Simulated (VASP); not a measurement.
Crystal: Ge.

```
CELL_PARAMETERS angstrom
3.14035 1.81308 5.70391
-3.14035 1.81308 5.70391
0.00000 -3.62616 5.70391
ATOMIC_POSITIONS crystal
Ge 0.16659 0.78471 0.89936
Ge 0.78471 0.89936 0.16659
Ge 0.89936 0.16659 0.78471
Ge 0.83341 0.21529 0.10064
Ge 0.21529 0.10064 0.83341
Ge 0.10064 0.83341 0.21529
Ge 0.50000 0.50000 0.50000
```

The cell was generated, and may not be a known phase.

| Item | Value |
| --- | --- |
| Program | VASP 6.6.1 |
| Task | relaxation of cell and atoms |
| Functional | PBE |
| Potentials or basis | VASP PAW PBE potentials, release 64 (Ge_d) |
| Cutoff | 600 eV |
| k mesh | 3 × 3 × 3 |
| Occupations | gaussian, width 0.1 eV |
| Spin | no spin polarisation |

At the start: pressure 38.0 GPa; volume 27.84 Å³/atom.

Where does the relaxation end?

Over 39 steps the energy falls by 2003.5 meV/atom and the volume is 26.34 Å³/atom (-5.4 %); space group R-3 (No. 148, to 0.1 Å) before, R-3m (No. 166, to 0.1 Å).

The path:
```tsv
step	energy change (eV)	largest force (eV/Å)	pressure (GPa)	volume (Å³)
1	0.0000	16.7965	37.99	194.86
2	-1.1307	0.6489	-5.37	446.57
3	-2.0201	0.4758	-5.85	418.17
4	-3.1323	0.5037	-6.44	390.26
5	-10.1807	1.5352	-7.85	281.35
6	-12.9832	0.3016	-3.36	235.47
7	-12.9818	1.1640	-0.07	223.65
8	-13.0537	0.5376	-1.99	229.77
9	-13.0539	0.6009	-1.92	229.04
10	-13.0520	0.6656	-1.71	228.32
11	-13.2347	0.7029	-0.92	218.41
12	-13.4713	0.7861	2.34	190.39
13	-13.5667	0.2940	1.38	189.26
14	-13.5816	0.1156	0.78	188.57
15	-13.5938	0.1245	0.54	190.48
16	-13.6043	0.1582	-0.13	194.13
17	-13.6045	0.1634	-0.18	194.61
18	-13.6107	0.1600	-0.13	194.77
19	-13.6268	0.1978	0.08	195.24
20	-13.6448	0.3758	0.50	196.15
21	-13.6467	0.4757	0.67	196.57
22	-13.6489	0.4755	0.66	196.72
23	-13.6553	0.4761	0.63	197.16
24	-13.6676	0.4763	0.49	198.05
25	-13.6895	0.4729	0.24	199.83
26	-13.7202	0.4546	-0.35	203.37
27	-13.7110	0.3934	-1.47	210.40
28	-13.7275	0.4427	-0.69	205.98
29	-13.7546	0.3774	-0.89	205.33
30	-13.8226	0.1982	-1.36	203.38
31	-13.8990	0.1527	-2.04	199.46
32	-13.9449	0.1045	-1.54	195.52
33	-14.0061	0.0105	-0.15	186.41
34	-14.0098	0.0193	0.35	183.49
35	-14.0146	0.0417	0.36	183.10
36	-14.0180	0.0900	0.30	182.49
37	-14.0206	0.0835	0.10	183.28
38	-14.0223	0.0787	-0.21	184.59
39	-14.0244	0.0358	-0.12	184.41
```

Final structure:
```cif
data_structure
_symmetry_space_group_name_H-M 'P 1'
_symmetry_Int_Tables_number 1
_cell_length_a 7.1345
_cell_length_b 7.1345
_cell_length_c 7.1345
_cell_angle_alpha 48.109
_cell_angle_beta 48.109
_cell_angle_gamma 48.109
_cell_volume 184.41
loop_
_atom_site_label
_atom_site_type_symbol
_atom_site_fract_x
_atom_site_fract_y
_atom_site_fract_z
_atom_site_occupancy
Ge1 Ge 0.25067 0.79185 0.78366 1
Ge2 Ge 0.79185 0.78366 0.25067 1
Ge3 Ge 0.78366 0.25067 0.79185 1
Ge4 Ge 0.74933 0.20815 0.21634 1
Ge5 Ge 0.20815 0.21634 0.74933 1
Ge6 Ge 0.21634 0.74933 0.20815 1
Ge7 Ge 0.50000 0.50000 0.50000 1
```
